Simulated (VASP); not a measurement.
# C (Fd-3m) in VASP: notebook

Runs on C. Level: PBE. Tasks: single point.

All numbers are computed with VASP 6.6.1; they aren't measurements. Logs are shortened: lines on timing, memory, paths and dates and some standing lists are left out, and cuts for length are marked.

## 1. The cell of the first run

Symmetry: Fd-3m, No. 227, cubic system. The conventional cell has a = 3.423 Å, b = 3.423 Å, c = 3.423 Å, α = 90.00°, β = 90.00°, γ = 90.00°. C (site symmetry -43m) has 4 C at 1.48 Å within 2.0 Å.

## 2. Single point, PBE (volume 5.012 Å^3 an atom, c/a of the conventional cell 1.0000)

The input, INCAR:

```
PREC = Accurate
ENCUT = 520
EDIFF = 1E-6
ISMEAR = 0
SIGMA = 0.05
LREAL = F
LASPH = T
NELM = 100
ALGO = Normal
ISIF = 2
LWAVE = F
LCHARG = F
GGA = PE
NBANDS = 11
```

The input, KPOINTS:

```
regular mesh
0
Gamma
  12 12 12
```

The input, POSCAR:

```
C
1.0
    0.0000000000      1.7113428345      1.7113428345
    1.7113428345      0.0000000000      1.7113428345
    1.7113428345      1.7113428345      0.0000000000
C
2
Direct
    0.5000000000      0.5000000000      0.5000000000
    0.7500000000      0.7500000000      0.7500000000
```

Potentials or basis: VASP PAW PBE potentials, release 64 (C).

Command:

```sh
> cat potpaw_PBE.64/C/POTCAR > POTCAR
> mpirun -np 1 vasp_std > vasp.out
```

OUTCAR:

```text
PREC = Accurate
   ENCUT = 520
   EDIFF = 1E-6
   ISMEAR = 0
   LREAL = F
   LASPH = T
   NELM = 100
   ISIF = 2
   GGA = PE

 ion  position               nearest neighbor table
   1  0.500  0.500  0.500-   2 1.48   2 1.48   2 1.48   2 1.48
   2  0.750  0.750  0.750-   1 1.48   1 1.48   1 1.48   1 1.48

  LATTYP: Found a face centered cubic cell.
 ALAT       =     3.4226856690

  Lattice vectors:

 A1 = (   0.0000000000,   1.7113428345,   1.7113428345)
 A2 = (   1.7113428345,   0.0000000000,   1.7113428345)
 A3 = (   1.7113428345,   1.7113428345,   0.0000000000)

Analysis of symmetry for initial positions (statically):
=====================================================================
 Subroutine PRICEL returns:
 Original cell was already a primitive cell.

 Routine SETGRP: Setting up the symmetry group for a
 face centered cubic supercell.

 Subroutine GETGRP returns: Found 48 space group operations
 (whereof 24 operations were pure point group operations)
 out of a pool of 48 trial point group operations.

The static configuration has the point symmetry T_d .
 The point group associated with its full space group is O_h .

Analysis of symmetry for dynamics (positions and initial velocities):
=====================================================================
 Subroutine PRICEL returns:
 Original cell was already a primitive cell.

 Routine SETGRP: Setting up the symmetry group for a
 face centered cubic supercell.

 Subroutine GETGRP returns: Found 48 space group operations
 (whereof 24 operations were pure point group operations)
 out of a pool of 48 trial point group operations.

The dynamic configuration has the point symmetry T_d .
 The point group associated with its full space group is O_h .

 Subroutine INISYM returns: Found 48 space group operations
 (whereof 24 operations are pure point group operations),
 and found     1 'primitive' translations

----------------------------------------------------------------------------------------

                                     Primitive cell

  volume of cell :      10.0240

  direct lattice vectors                    reciprocal lattice vectors
     0.000000000  1.711342834  1.711342834    -0.292168226  0.292168226  0.292168226
     1.711342834  0.000000000  1.711342834     0.292168226 -0.292168226  0.292168226
     1.711342834  1.711342834  0.000000000     0.292168226  0.292168226 -0.292168226

  length of vectors
     2.420204246  2.420204246  2.420204246     0.506050212  0.506050212  0.506050212

  position of ions in fractional coordinates (direct lattice)
     0.500000000  0.500000000  0.500000000
     0.750000000  0.750000000  0.750000000

  ion indices of the primitive-cell ions
   primitive index   ion index
                 1           1
                 2           2

----------------------------------------------------------------------------------------

 KPOINTS: regular mesh

Automatic generation of k-mesh.
 Grid dimensions read from file:
 generate k-points for:   12   12   12

 Generating k-lattice:

  Cartesian coordinates                     Fractional coordinates (reciprocal lattice)
    -0.024347352  0.024347352  0.024347352     0.083333333  0.000000000  0.000000000
     0.024347352 -0.024347352  0.024347352     0.000000000  0.083333333  0.000000000
     0.024347352  0.024347352 -0.024347352     0.000000000  0.000000000  0.083333333

  Length of vectors
     0.042170851  0.042170851  0.042170851

  Shift w.r.t. Gamma in fractional coordinates (k-lattice)
     0.000000000  0.000000000  0.000000000

 Subroutine IBZKPT returns following result:
 ===========================================

 Found     72 irreducible k-points:

 Following reciprocal coordinates:
            Coordinates               Weight
  0.000000  0.000000  0.000000      1.000000
  0.083333  0.000000  0.000000      8.000000
  0.166667  0.000000  0.000000      8.000000
  0.250000  0.000000  0.000000      8.000000
  0.333333  0.000000  0.000000      8.000000
  0.416667  0.000000  0.000000      8.000000
[... 16 lines left out ...]
  0.500000  0.166667  0.000000     24.000000
 -0.416667  0.166667  0.000000     24.000000
 [... further k-points ...]
   k-points           NKPTS =     72   k-points in BZ     NKDIM =     72   number of bands    NBANDS=     11
   number of dos      NEDOS =    301   number of ions     NIONS =      2
   total plane-waves  NPLWV =   5832
   dimension x,y,z NGX =    18 NGY =   18 NGZ =   18
   dimension x,y,z NGXF=    36 NGYF=   36 NGZF=   36
   ions per type =               2
   NGX,Y,Z   is equivalent  to a cutoff of  12.36, 12.36, 12.36 a.u.
   NGXF,Y,Z  is equivalent  to a cutoff of  24.73, 24.73, 24.73 a.u.
 SYSTEM =  unknown system
   PREC   = accura    normal or accurate (medium, high low for compatibility)
   ISTART =      0    job   : 0-new  1-cont  2-samecut
   ICHARG =      2    charge: 1-file 2-atom 10-const
   ISPIN  =      1    spin polarized calculation?
   LNONCOLLINEAR =      F non collinear calculations
   LSORBIT =      F    spin-orbit coupling
   LASPH  =      T    aspherical Exc in radial PAW
   ENCUT  =  520.0 eV  38.22 Ry    6.18 a.u.   4.50  4.50  4.50*2*pi/ulx,y,z
   NELM   =    100;   NELMIN=  2; NELMDL= -5     # of ELM steps
   EDIFF  = 0.1E-05   stopping-criterion for ELM
   LREAL  =      F    real-space projection
   EDIFFG = 0.1E-04   stopping-criterion for IOM
   NSW    =      0    number of steps for IOM
   IBRION =     -1    ionic relax: 0-MD 1-quasi-New 2-CG
   NFREE  =      0    steps in history (QN), initial steepest desc. (CG)
   ISIF   =      2    stress and relaxation
   ISYM   =      2    0-nonsym 1-usesym 2-fastsym
   POTIM  = 0.5000    time-step for ionic-motion
   TEBEG  =    0.0;   TEEND  =   0.0 temperature during run
   PSTRESS=    0.0 pullay stress
   NELECT =       8.0000    total number of electrons
   NUPDOWN=      -1.0000    fix difference up-down
   EMIN   =  10.00;   EMAX   =-10.00  energy-range for DOS
   EFERMI =   0.00;   METHOD = LEGACY
   ISMEAR =     0;   SIGMA  =   0.05  broadening in eV -4-tet -1-fermi 0-gaus
   EFERMI_NEDOS =   21; number of points for ismear=-14 and -15
   IALGO  =     38    algorithm
   IMIX   =      4    mixing-type and parameters
     AMIX     =   0.40;   BMIX     =  1.00
     AMIX_MAG =   1.60;   BMIX_MAG =  1.00
  volume/ion in A,a.u.               =       5.01        33.82
  Fermi-wavevector in a.u.,A,eV,Ry     =   1.518534  2.869613 31.374287  2.305945
  Thomas-Fermi vector in A             =   2.627642
   LORBIT       =      0    0 simple, 1 ext, 2 COOP (PROOUT), +10 PAW based schemes
   GGA     = PE    functional components
   LHFCALC =     F    Hartree Fock is set to
   AEXX    =    0.0000 exact exchange contribution
   IVDW    =     0    specifies the selected vdW correction
   LEPSILON=     F    determine dielectric tensor
   LRPA    =     F    only Hartree local field effects (RPA)
 non-spin polarized calculation
 Gauss-broadening in eV      SIGMA  =   0.05
  energy-cutoff  :      520.00
  volume of cell :       10.02
 maximum number of plane-waves:       290
 NGX is ok and might be reduce to    18
   NGX =  9   NGY =  9   NGZ =  9

 number of electron       7.9999997 magnetization

 Free energy of the ion-electron system (eV)
  ---------------------------------------------------
  ext. energy  EPLUGINS =         0.00000000
  ---------------------------------------------------
  free energy    TOTEN  =       -17.90603333 eV

  energy without entropy =      -17.90603333  energy(sigma->0) =      -17.90603333

 E-fermi :  11.9792     XC(G=0): -13.8809

 val. band max:       11.6039170285   @ k =   0.0000   0.0000   0.0000
 cond. band min:      16.0484523421   @ k =   0.3333   0.3333   0.0000
 fundamental gap:      4.4445353136
 Fermi energy:        11.9791731134

 k-point     1 :       0.0000    0.0000    0.0000
  band No.  band energies     occupation
      1     -11.6096      2.00000
      2      11.6039      2.00000
      3      11.6039      2.00000
      4      11.6039      2.00000
      5      17.5359      0.00000
      6      17.5359      0.00000
      7      17.5359      0.00000
      8      27.8824      0.00000
      9      32.5668      0.00000
     10      39.5458      0.00000
     11      39.5458      0.00000

 k-point     2 :       0.0833    0.0000    0.0000
  band No.  band energies     occupation
      1     -11.4004      2.00000
      2      10.2451      2.00000
      3      11.2338      2.00000
      4      11.2338      2.00000
      5      18.0211      0.00000
      6      18.0211      0.00000
      7      18.4081      0.00000
      8      27.9393      0.00000
      9      32.8987      0.00000
     10      37.1804      0.00000
     11      37.1804      0.00000

 k-point     3 :       0.1667    0.0000    0.0000
  band No.  band energies     occupation
      1     -10.7757      2.00000
      2       7.4777      2.00000
      3      10.4412      2.00000
      4      10.4412      2.00000
      5      19.0561      0.00000
      6      19.0561      0.00000
      7      19.8130      0.00000
      8      28.0929      0.00000
      9      33.5894      0.00000
     10      35.4367      0.00000
     11      35.4367      0.00000
[... 267 lines left out ...]
 k-point    23 :       0.5000    0.1667    0.0000
  band No.  band energies     occupation
      1      -5.2451      2.00000
      2      -1.5771      2.00000
      3       6.1423      2.00000
      4       7.1375      2.00000
      5      19.1478      0.00000
      6      23.1987      0.00000
      7      24.4887      0.00000
      8      27.1818      0.00000
      9      33.3193      0.00000
     10      37.9126      0.00000
     11      40.0046      0.00000

 k-point    24 :      -0.4167    0.1667    0.0000
  band No.  band energies     occupation
      1      -4.7071      2.00000
      2      -2.2099      2.00000
      3       5.5891      2.00000
      4       7.5681      2.00000
      5      19.6279      0.00000
      6      22.6437      0.00000
      7      24.4957      0.00000
      8      28.5624      0.00000
      9      32.5667      0.00000
     10      37.2274      0.00000
     11      38.6818      0.00000

 [... further k-points ...]

------------------------ aborting loop because EDIFF is reached ----------------------------------------

  FORCE on cell =-STRESS in cart. coord.  units (eV):
  Direction    XX          YY          ZZ          XY          YZ          ZX
  --------------------------------------------------------------------------------------
  -------------------------------------------------------------------------------------
  Total        4.4472209      4.4472209      4.4472209      0.0000000      0.0000000     -0.0000000
  in kB      710.8176860    710.8176860    710.8176860      0.0000000      0.0000000     -0.0000000
  external PRESSURE =     710.8176860 kB  Pullay stress =       0.0000000 kB

 VOLUME and BASIS-vectors are now :
 -----------------------------------------------------------------------------
  energy-cutoff  :      520.00
  volume of cell :       10.02
      direct lattice vectors                 reciprocal lattice vectors
     0.000000000  1.711342834  1.711342834    -0.292168226  0.292168226  0.292168226
     1.711342834  0.000000000  1.711342834     0.292168226 -0.292168226  0.292168226
     1.711342834  1.711342834  0.000000000     0.292168226  0.292168226 -0.292168226

 POSITION                                       TOTAL-FORCE (eV/Angst)
 -----------------------------------------------------------------------------------
      1.71134      1.71134      1.71134        -0.000000     -0.000000     -0.000000
      2.56701      2.56701      2.56701         0.000000      0.000000      0.000000
 -----------------------------------------------------------------------------------
    total drift:                                0.000000     -0.000000      0.000000

  FREE ENERGIE OF THE ION-ELECTRON SYSTEM (eV)
  ---------------------------------------------------
  free  energy   TOTEN  =       -17.9060333285 eV

  energy  without entropy=      -17.9060333285  energy(sigma->0) =      -17.90603333
```

Run time: 4.7 s. Hardware: 1 thread of AMD EPYC 7R13 (Zen 3), shared host; peak memory 0.08 GiB.

What came out:

| Quantity | Value |
| --- | --- |
| Free energy | -17.9060 eV |
| Pressure | 71.1 GPa |
| Band gap on the k mesh | 4.44 eV, indirect (least direct gap 5.93 eV) |

Levels at points of the mesh, in eV from the valence-band top:
```tsv
k point	band 2	band 3	band 4	band 5	band 6	band 7
(0.00, 0.00, 0.00)	0.00	0.00	0.00	5.93	5.93	5.93
(0.50, 0.00, 0.00)	-14.82	-3.13	-3.13	8.97	8.97	10.59
(0.50, 0.50, 0.00)	-13.69	-7.09	-7.09	5.01	5.01	18.78
```

 A k mesh can miss the band edges.

## 3. Single point, PBE (volume 5.285 Å^3 an atom, c/a of the conventional cell 1.0000)

The input, INCAR:

```
SYSTEM = C
PREC     = Accurate       ! precision mode
ENCUT    = 520            ! plane-wave cutoff, eV
EDIFF    = 1E-6           ! SCF threshold, eV
ISMEAR   = 0              ! smearing method
SIGMA    = 0.05           ! smearing width, eV
LREAL    = .FALSE.        ! projectors in reciprocal space
LASPH    = .TRUE.         ! aspherical terms in the spheres
NELM     = 80             ! most SCF steps
ALGO     = Normal         ! electronic algorithm
ISIF     = 2              ! what is computed and relaxed
LWAVE    = .FALSE.        ! write WAVECAR
LCHARG   = .FALSE.        ! write CHGCAR
GGA      = PE             ! functional
NBANDS   = 11             ! bands
```

The input, KPOINTS:

```
Automatic mesh
0
G
  12 12 12
  0 0 0
```

The input, POSCAR:

```
C
1.0
    0.0000000000      1.7418670231      1.7418670231
    1.7418670231      0.0000000000      1.7418670231
    1.7418670231      1.7418670231      0.0000000000
C
2
Direct
    0.5000000000      0.5000000000      0.5000000000
    0.7500000000      0.7500000000      0.7500000000
```

Potentials or basis: VASP PAW PBE potentials, release 64 (C).

Command:

```sh
> cat potpaw_PBE.64/C/POTCAR > POTCAR
> mpirun -np 1 vasp_std > vasp.out
```

Wall time 4.7 s (1 thread of AMD EPYC 7R13 (Zen 3), shared host); peak memory 0.08 GiB.

It converged, with:

```
Free energy            : -18.0908 eV
Pressure               : 38.1 GPa
Band gap on the k mesh : 4.32 eV, indirect (least direct gap 5.79 eV)
```

Levels at points of the mesh, in eV from the valence-band top:
| k point | band 1 | band 2 | band 3 | band 4 | band 5 | band 6 | band 7 | band 8 |
| --- | --- | --- | --- | --- | --- | --- | --- | --- |
| (0.00, 0.00, 0.00) | -22.45 | 0.00 | 0.00 | 0.00 | 5.79 | 5.79 | 5.79 | 14.99 |
| (0.50, 0.00, 0.00) | -16.26 | -14.18 | -2.99 | -2.99 | 8.75 | 8.75 | 9.83 | 16.34 |
| (0.50, 0.50, 0.00) | -13.28 | -13.28 | -6.74 | -6.74 | 4.90 | 4.90 | 17.91 | 17.91 |

 A k mesh can miss the band edges.
